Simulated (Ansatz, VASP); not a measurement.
**Al in VASP and in Ansatz**

```
CELL_PARAMETERS angstrom
2.81886 0.00000 0.00000
-1.40943 2.44121 0.00000
0.00000 0.00000 4.54807
ATOMIC_POSITIONS crystal
Al 0.33333 0.66667 0.25000
Al 0.66667 0.33333 0.75000
```

Alike in both runs: task single point; functional PBEsol; k mesh 14 × 14 × 8; occupations fermi-dirac, width 0.1 eV; no spin polarisation.

|  | VASP | Ansatz |
| --- | --- | --- |
| version | VASP 6.6.1 | Ansatz 0.2.0 |
| potentials or method | VASP PAW PBE potentials, release 64 (Al), cutoff 520 eV | plane waves (420 eV) with PAW, scalar-relativistic |
| valence electrons in the cell | 6 | 6 |

```tsv
	VASP	Ansatz	Ansatz less VASP
pressure (GPa)	3.6	3.6	-0.07
traceless stress, the component that is largest in VASP (GPa)	1.40	1.40	-0.005
```

VASP's potentials were made for PBE, not for PBEsol, and Ansatz warns of the same on its side. With one functional, cell and mesh, what is left measures potentials, basis and numerics.
